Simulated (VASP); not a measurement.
# AgI (F-43m) in VASP: further runs

AgI is run at these levels: LDA; tasks: single point.

All numbers are computed with VASP 6.6.1; they aren't measurements. Logs are shortened: lines on timing, memory, paths and dates and some standing lists are left out, and cuts for length are marked.

### 1 The cell of the first run

The structure is cubic, space group F-43m (No. 216). The conventional cell has a = 6.258 Å, b = 6.258 Å, c = 6.258 Å, α = 90.00°, β = 90.00°, γ = 90.00°. Within 3.6 Å of Ag (site symmetry -43m) lie 4 I at 2.71 Å. I (site symmetry -43m) has 4 Ag at 2.71 Å within 3.6 Å.

### 2 Single point, LDA

File INCAR:

```
  ALGO = Normal
  EDIFF = 1E-6
  ENCUT = 500
  GGA_COMPAT = False
  ISIF = 2
  ISMEAR = 0
  LASPH = True
  LCHARG = False
  LREAL = False
  LWAVE = False
  NBANDS = 16
  NELM = 120
  PREC = Accurate
  SIGMA = 0.01
```

File KPOINTS:

```
k-points
0
Gamma
  6 6 6
```

File POSCAR:

```
AgI
1.0
    0.0000000000      3.1292000066      3.1292000066
    3.1292000066      0.0000000000      3.1292000066
    3.1292000066      3.1292000066      0.0000000000
Ag I
1 1
Direct
    0.0000000000      0.0000000000      0.0000000000
    0.7500000000      0.7500000000      0.7500000000
```

Potentials or basis: VASP PAW LDA potentials, release 64 (Ag, I).

The run is started by

```
> cat potpaw_LDA.64/Ag/POTCAR potpaw_LDA.64/I/POTCAR > POTCAR
> mpirun -np 1 vasp_std > vasp.out
```

OUTCAR:

```text
EDIFF = 1E-6
   ENCUT = 500
   ISIF = 2
   ISMEAR = 0
   LASPH = True
   LREAL = False
   NELM = 120
   PREC = Accurate

 ion  position               nearest neighbor table
   1  0.000  0.000  0.000-   2 2.71   2 2.71   2 2.71   2 2.71
   2  0.750  0.750  0.750-   1 2.71   1 2.71   1 2.71   1 2.71

  LATTYP: Found a face centered cubic cell.
 ALAT       =     6.2584000132

  Lattice vectors:

 A1 = (   0.0000000000,   3.1292000066,   3.1292000066)
 A2 = (   3.1292000066,   0.0000000000,   3.1292000066)
 A3 = (   3.1292000066,   3.1292000066,   0.0000000000)

Analysis of symmetry for initial positions (statically):
=====================================================================
 Subroutine PRICEL returns:
 Original cell was already a primitive cell.

 Routine SETGRP: Setting up the symmetry group for a
 face centered cubic supercell.

 Subroutine GETGRP returns: Found 24 space group operations
 (whereof 24 operations were pure point group operations)
 out of a pool of 48 trial point group operations.

The static configuration has the point symmetry T_d .

Analysis of symmetry for dynamics (positions and initial velocities):
=====================================================================
 Subroutine PRICEL returns:
 Original cell was already a primitive cell.

 Routine SETGRP: Setting up the symmetry group for a
 face centered cubic supercell.

 Subroutine GETGRP returns: Found 24 space group operations
 (whereof 24 operations were pure point group operations)
 out of a pool of 48 trial point group operations.

The dynamic configuration has the point symmetry T_d .

 Subroutine INISYM returns: Found 24 space group operations
 (whereof 24 operations are pure point group operations),
 and found     1 'primitive' translations

----------------------------------------------------------------------------------------

                                     Primitive cell

  volume of cell :      61.2816

  direct lattice vectors                    reciprocal lattice vectors
     0.000000000  3.129200007  3.129200007    -0.159785248  0.159785248  0.159785248
     3.129200007  0.000000000  3.129200007     0.159785248 -0.159785248  0.159785248
     3.129200007  3.129200007  0.000000000     0.159785248  0.159785248 -0.159785248

  length of vectors
     4.425357089  4.425357089  4.425357089     0.276756168  0.276756168  0.276756168

  position of ions in fractional coordinates (direct lattice)
     0.000000000  0.000000000  0.000000000
     0.750000000  0.750000000  0.750000000

  ion indices of the primitive-cell ions
   primitive index   ion index
                 1           1
                 2           2

----------------------------------------------------------------------------------------

 KPOINTS: k-points

Automatic generation of k-mesh.
 Grid dimensions read from file:
 generate k-points for:    6    6    6

 Generating k-lattice:

  Cartesian coordinates                     Fractional coordinates (reciprocal lattice)
    -0.026630875  0.026630875  0.026630875     0.166666667  0.000000000  0.000000000
     0.026630875 -0.026630875  0.026630875     0.000000000  0.166666667  0.000000000
     0.026630875  0.026630875 -0.026630875     0.000000000  0.000000000  0.166666667

  Length of vectors
     0.046126028  0.046126028  0.046126028

  Shift w.r.t. Gamma in fractional coordinates (k-lattice)
     0.000000000  0.000000000  0.000000000

 Subroutine IBZKPT returns following result:
 ===========================================

 Found     16 irreducible k-points:

 Following reciprocal coordinates:
            Coordinates               Weight
  0.000000  0.000000  0.000000      1.000000
  0.166667  0.000000  0.000000      8.000000
  0.333333  0.000000  0.000000      8.000000
  0.500000  0.000000  0.000000      4.000000
  0.166667  0.166667  0.000000      6.000000
  0.333333  0.166667  0.000000     24.000000
[... 8 lines left out ...]
 -0.333333  0.333333  0.166667     24.000000
 -0.333333  0.500000  0.166667     12.000000
   k-points           NKPTS =     16   k-points in BZ     NKDIM =     16   number of bands    NBANDS=     16
   number of dos      NEDOS =    301   number of ions     NIONS =      2
   total plane-waves  NPLWV =  32768
   dimension x,y,z NGX =    32 NGY =   32 NGZ =   32
   dimension x,y,z NGXF=    64 NGYF=   64 NGZF=   64
   ions per type =               1   1
   NGX,Y,Z   is equivalent  to a cutoff of  12.02, 12.02, 12.02 a.u.
   NGXF,Y,Z  is equivalent  to a cutoff of  24.04, 24.04, 24.04 a.u.
 SYSTEM =  unknown system
   PREC   = accura    normal or accurate (medium, high low for compatibility)
   ISTART =      0    job   : 0-new  1-cont  2-samecut
   ICHARG =      2    charge: 1-file 2-atom 10-const
   ISPIN  =      1    spin polarized calculation?
   LNONCOLLINEAR =      F non collinear calculations
   LSORBIT =      F    spin-orbit coupling
   LASPH  =      T    aspherical Exc in radial PAW
   ENCUT  =  500.0 eV  36.75 Ry    6.06 a.u.   8.07  8.07  8.07*2*pi/ulx,y,z
   NELM   =    120;   NELMIN=  2; NELMDL= -5     # of ELM steps
   EDIFF  = 0.1E-05   stopping-criterion for ELM
   LREAL  =      F    real-space projection
   EDIFFG = 0.1E-04   stopping-criterion for IOM
   NSW    =      0    number of steps for IOM
   IBRION =     -1    ionic relax: 0-MD 1-quasi-New 2-CG
   NFREE  =      0    steps in history (QN), initial steepest desc. (CG)
   ISIF   =      2    stress and relaxation
   ISYM   =      2    0-nonsym 1-usesym 2-fastsym
   POTIM  = 0.5000    time-step for ionic-motion
   TEBEG  =    0.0;   TEEND  =   0.0 temperature during run
   PSTRESS=    0.0 pullay stress
   NELECT =      18.0000    total number of electrons
   NUPDOWN=      -1.0000    fix difference up-down
   EMIN   =  10.00;   EMAX   =-10.00  energy-range for DOS
   EFERMI =   0.00;   METHOD = LEGACY
   ISMEAR =     0;   SIGMA  =   0.01  broadening in eV -4-tet -1-fermi 0-gaus
   EFERMI_NEDOS =   21; number of points for ismear=-14 and -15
   IALGO  =     38    algorithm
   IMIX   =      4    mixing-type and parameters
     AMIX     =   0.40;   BMIX     =  1.00
     AMIX_MAG =   1.60;   BMIX_MAG =  1.00
  volume/ion in A,a.u.               =      30.64       206.77
  Fermi-wavevector in a.u.,A,eV,Ry     =   1.088234  2.056464 16.112748  1.184254
  Thomas-Fermi vector in A             =   2.224411
   LORBIT       =      0    0 simple, 1 ext, 2 COOP (PROOUT), +10 PAW based schemes
   GGA     = CA    functional components
   LHFCALC =     F    Hartree Fock is set to
   AEXX    =    0.0000 exact exchange contribution
   IVDW    =     0    specifies the selected vdW correction
   LEPSILON=     F    determine dielectric tensor
   LRPA    =     F    only Hartree local field effects (RPA)
 non-spin polarized calculation
 Gauss-broadening in eV      SIGMA  =   0.01
  energy-cutoff  :      500.00
  volume of cell :       61.28
 maximum number of plane-waves:      1588
   NGX = 17   NGY = 17   NGZ = 17

 number of electron      17.9999997 magnetization

 Free energy of the ion-electron system (eV)
  ---------------------------------------------------
  ext. energy  EPLUGINS =         0.00000000
  ---------------------------------------------------
  free energy    TOTEN  =        -6.10517128 eV

  energy without entropy =       -6.10517128  energy(sigma->0) =       -6.10517128

 E-fermi :   4.3010     XC(G=0):  -9.3555

 val. band max:        4.2504809526   @ k =   0.0000   0.0000   0.0000
 cond. band min:       5.3484959240   @ k =   0.0000   0.0000   0.0000
 fundamental gap:      1.0980149713
 Fermi energy:         4.3010205125

 k-point     1 :       0.0000    0.0000    0.0000
  band No.  band energies     occupation
      1      -9.2800      2.00000
      2      -0.7388      2.00000
      3      -0.7388      2.00000
      4      -0.7388      2.00000
      5       0.5816      2.00000
      6       0.5816      2.00000
[... 8 lines left out ...]
     15      14.4226      0.00000
     16      14.4226      0.00000

 k-point     2 :       0.1667    0.0000    0.0000
  band No.  band energies     occupation
      1      -9.1859      2.00000
      2      -0.7949      2.00000
      3      -0.6845      2.00000
      4      -0.6845      2.00000
      5       0.5736      2.00000
      6       0.5736      2.00000
[... 8 lines left out ...]
     15      13.4602      0.00000
     16      13.6522      0.00000

 k-point     3 :       0.3333    0.0000    0.0000
  band No.  band energies     occupation
      1      -8.9869      2.00000
      2      -0.8126      2.00000
      3      -0.5836      2.00000
      4      -0.5836      2.00000
      5       0.5889      2.00000
      6       0.5889      2.00000
[... 8 lines left out ...]
     15      13.8450      0.00000
     16      13.8450      0.00000

 k-point     4 :       0.5000    0.0000    0.0000
  band No.  band energies     occupation
      1      -8.8815      2.00000
      2      -0.7211      2.00000
      3      -0.5397      2.00000
      4      -0.5397      2.00000
      5       0.6187      2.00000
      6       0.6187      2.00000
[... 8 lines left out ...]
     15      15.1954      0.00000
     16      15.1954      0.00000

 k-point     5 :       0.1667    0.1667    0.0000
  band No.  band energies     occupation
      1      -9.1545      2.00000
      2      -0.8636      2.00000
      3      -0.6354      2.00000
      4      -0.6354      2.00000
      5       0.5282      2.00000
      6       0.6088      2.00000
[... 8 lines left out ...]
     15      14.5400      0.00000
     16      14.9082      0.00000

 k-point     6 :       0.3333    0.1667    0.0000
  band No.  band energies     occupation
      1      -8.9898      2.00000
      2      -0.9065      2.00000
      3      -0.5335      2.00000
      4      -0.5176      2.00000
      5       0.5232      2.00000
      6       0.6303      2.00000
[... 8 lines left out ...]
     15      14.6332      0.00000
     16      14.9432      0.00000

 k-point     7 :       0.5000    0.1667    0.0000
  band No.  band energies     occupation
      1      -8.8502      2.00000
      2      -0.7425      2.00000
      3      -0.4773      2.00000
      4      -0.4574      2.00000
      5       0.5949      2.00000
      6       0.6263      2.00000
[... 8 lines left out ...]
     15      14.9896      0.00000
     16      15.2895      0.00000

 k-point     8 :      -0.3333    0.1667    0.0000
  band No.  band energies     occupation
      1      -8.8853      2.00000
      2      -0.6873      2.00000
      3      -0.5740      2.00000
      4      -0.5058      2.00000
      5       0.5604      2.00000
      6       0.6143      2.00000
[... 8 lines left out ...]
     15      14.3015      0.00000
     16      15.3492      0.00000

 k-point     9 :      -0.1667    0.1667    0.0000
  band No.  band energies     occupation
      1      -9.0560      2.00000
      2      -0.8257      2.00000
      3      -0.6170      2.00000
      4      -0.6045      2.00000
      5       0.5359      2.00000
      6       0.6104      2.00000
[... 8 lines left out ...]
     15      14.0480      0.00000
     16      15.1180      0.00000

 k-point    10 :       0.3333    0.3333    0.0000
  band No.  band energies     occupation
      1      -8.8897      2.00000
      2      -1.0599      2.00000
      3      -0.3540      2.00000
      4      -0.3540      2.00000
      5       0.5056      2.00000
      6       0.6637      2.00000
[... 8 lines left out ...]
     15      14.8412      0.00000
     16      17.6353      0.00000

 k-point    11 :       0.5000    0.3333    0.0000
  band No.  band energies     occupation
      1      -8.7842      2.00000
      2      -0.9890      2.00000
      3      -0.2611      2.00000
      4      -0.2226      2.00000
      5       0.6459      2.00000
      6       0.6567      2.00000
[... 8 lines left out ...]
     15      15.4528      0.00000
     16      16.5133      0.00000

 k-point    12 :      -0.3333    0.3333    0.0000
  band No.  band energies     occupation
      1      -8.7828      2.00000
      2      -0.7417      2.00000
      3      -0.3483      2.00000
      4      -0.2673      2.00000
      5       0.4626      2.00000
      6       0.5868      2.00000
[... 8 lines left out ...]
     15      14.0875      0.00000
     16      17.1481      0.00000

 k-point    13 :       0.5000    0.5000    0.0000
  band No.  band energies     occupation
      1      -8.7495      2.00000
      2      -1.1257      2.00000
      3      -0.1405      2.00000
      4      -0.1405      2.00000
      5       0.6915      2.00000
      6       0.7250      2.00000
[... 8 lines left out ...]
     15      15.0454      0.00000
     16      16.2904      0.00000

 k-point    14 :       0.5000    0.3333    0.1667
  band No.  band energies     occupation
      1      -8.8532      2.00000
      2      -0.8483      2.00000
      3      -0.4820      2.00000
      4      -0.3440      2.00000
      5       0.5605      2.00000
      6       0.6271      2.00000
[... 8 lines left out ...]
     15      15.4880      0.00000
     16      16.0990      0.00000

 k-point    15 :      -0.3333    0.3333    0.1667
  band No.  band energies     occupation
      1      -8.7828      2.00000
      2      -0.6698      2.00000
      3      -0.5153      2.00000
      4      -0.2128      2.00000
      5       0.4923      2.00000
      6       0.6696      2.00000
[... 8 lines left out ...]
     15      15.2195      0.00000
     16      16.1167      0.00000

 k-point    16 :      -0.3333    0.5000    0.1667
  band No.  band energies     occupation
      1      -8.7489      2.00000
      2      -0.8732      2.00000
      3      -0.2987      2.00000
      4      -0.1465      2.00000
      5       0.5653      2.00000
      6       0.8797      2.00000
[... 8 lines left out ...]
     15      15.9842      0.00000
     16      16.0955      0.00000

------------------------ aborting loop because EDIFF is reached ----------------------------------------

  FORCE on cell =-STRESS in cart. coord.  units (eV):
  Direction    XX          YY          ZZ          XY          YZ          ZX
  --------------------------------------------------------------------------------------
  -------------------------------------------------------------------------------------
  Total        0.7690908      0.7690908      0.7690908      0.0000000     -0.0000000     -0.0000000
  in kB       20.1075066     20.1075066     20.1075066      0.0000000     -0.0000000     -0.0000000
  external PRESSURE =      20.1075066 kB  Pullay stress =       0.0000000 kB

 VOLUME and BASIS-vectors are now :
 -----------------------------------------------------------------------------
  energy-cutoff  :      500.00
  volume of cell :       61.28
      direct lattice vectors                 reciprocal lattice vectors
     0.000000000  3.129200007  3.129200007    -0.159785248  0.159785248  0.159785248
     3.129200007  0.000000000  3.129200007     0.159785248 -0.159785248  0.159785248
     3.129200007  3.129200007  0.000000000     0.159785248  0.159785248 -0.159785248

 POSITION                                       TOTAL-FORCE (eV/Angst)
 -----------------------------------------------------------------------------------
      0.00000      0.00000      0.00000         0.000000      0.000000      0.000000
      4.69380      4.69380      4.69380        -0.000000     -0.000000     -0.000000
 -----------------------------------------------------------------------------------
    total drift:                               -0.000000     -0.000000     -0.000000

  FREE ENERGIE OF THE ION-ELECTRON SYSTEM (eV)
  ---------------------------------------------------
  free  energy   TOTEN  =        -6.1051712822 eV

  energy  without entropy=       -6.1051712822  energy(sigma->0) =       -6.10517128
```

Wall time 11 s (1 thread of Intel Xeon Platinum 8375C at 2.90GHz (Ice Lake), shared host); peak memory 0.15 GiB.

What came out:

| Property | Result |
| --- | --- |
| Free energy | -6.1052 eV |
| Pressure | 2.0 GPa |
| Band gap on the k mesh | 1.10 eV, direct |

Caveat: spin-orbit coupling is left out, which moves the levels of the heavy elements.

### 3 Single point, LDA

This run uses another cell than the first one, of 31.29 Å³/atom, 1.021 times its volume.

File INCAR:

```
PREC = Accurate
ENCUT = 500
EDIFF = 1E-6
ISMEAR = 0
SIGMA = 0.01
LREAL = False
LASPH = True
NELM = 120
ALGO = Normal
ISIF = 2
LWAVE = False
LCHARG = False
NBANDS = 16
GGA_COMPAT = False
```

File KPOINTS:

```
regular mesh
0
Gamma
  6 6 6
```

File POSCAR:

```
AgI
1.0
    0.0000000000      3.1509945908      3.1509945908
    3.1509945908      0.0000000000      3.1509945908
    3.1509945908      3.1509945908      0.0000000000
Ag I
1 1
Direct
    0.0000000000      0.0000000000      0.0000000000
    0.7500000000      0.7500000000      0.7500000000
```

Potentials or basis: VASP PAW LDA potentials, release 64 (Ag, I).

The run is started by

```
> cat potpaw_LDA.64/Ag/POTCAR potpaw_LDA.64/I/POTCAR > POTCAR
> mpirun -np 1 vasp_std > vasp.out
```

Run time: 9.7 s. Hardware: 1 thread of Intel Xeon Platinum 8375C at 2.90GHz (Ice Lake), shared host; peak memory 0.16 GiB.

The run converged. Its results:

| Item | Value |
| --- | --- |
| Free energy | -6.1173 eV |
| Pressure | 1.0 GPa |
| Band gap on the k mesh | 1.09 eV, direct |

Levels at points of the mesh, in eV from the valence-band top:
```tsv
k point	band 6	band 7	band 8	band 9	band 10	band 11	band 12	band 13
(0.00, 0.00, 0.00)	-3.56	0.00	0.00	0.00	1.09	5.47	5.47	5.47
(0.50, 0.00, 0.00)	-3.52	-3.38	-0.87	-0.87	2.52	6.00	6.00	7.10
(0.50, 0.50, 0.00)	-3.42	-3.03	-2.14	-2.14	3.16	3.65	8.59	9.80
```

Caveat: spin-orbit coupling is left out, which moves the levels of the heavy elements.
